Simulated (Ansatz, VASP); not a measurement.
**SiC: VASP beside Ansatz**

The input INCAR:

```
SYSTEM = SiC
PREC = Accurate
ENCUT = 600
EDIFF = 1E-6
ISMEAR = -1
SIGMA = 0.05
LREAL = .False.
LASPH = .True.
NELM = 120
ALGO = Normal
ISIF = 2
LWAVE = .False.
LCHARG = .False.
GGA = RP
NBANDS = 11
GGA_COMPAT = .False.
```

The input KPOINTS:

```
regular mesh
0
Gamma
  10 10 10
  0 0 0
```

POSCAR

```
SiC
1.0
    0.0000000000      2.1643753983      2.1643753983
    2.1643753983      0.0000000000      2.1643753983
    2.1643753983      2.1643753983      0.0000000000
Si C
1 1
Direct
    0.0000000000      0.0000000000      0.0000000000
    0.7500000000      0.7500000000      0.7500000000
```

Contents of input.yaml:

```yaml
crystal:
  lattice:
    - [0.0, 2.1643753983, 2.1643753983]
    - [2.1643753983, 0.0, 2.1643753983]
    - [2.1643753983, 2.1643753983, 0.0]
  atoms:
    - { symbol: Si, position: [0.0, 0.0, 0.0] }
    - { symbol: C, position: [0.75, 0.75, 0.75] }
hamiltonian:
  xc: rpbe
  pseudopotentials: { kind: paw }
kpoints:
  mp_grid: { grid: [10, 10, 10] }
scf:
  occupations: { method: fermi_dirac, width: 0.05 }
output:
  forces: true
  stress: true
  eigenvalues: true
```

Alike in both runs: task single point; functional RPBE; k mesh 10 × 10 × 10; occupations fermi-dirac, width 0.05 eV; no spin polarisation.

|  | VASP | Ansatz |
| --- | --- | --- |
| version | VASP 6.6.1 | Ansatz 0.2.0 |
| potentials or method | VASP PAW PBE potentials, release 64 (Si, C) | Ansatz PAW |
| plane-wave cutoff (eV) | 600 | 420 |
| valence electrons in the cell | 8 | 8 |

Ansatz gave:

| Quantity | Value |
| --- | --- |
| gap on the k mesh at the Fermi level (eV) | 1.35 |
| least direct gap on the mesh (eV) | 4.58 |
| pressure (GPa) | 11.4 |

Question: Estimate VASP's values.

Answer: gap on the k mesh at the Fermi level (eV): 1.34; least direct gap on the mesh (eV): 4.56; pressure (GPa): 10.7.

VASP's potentials were made for PBE, not for RPBE.
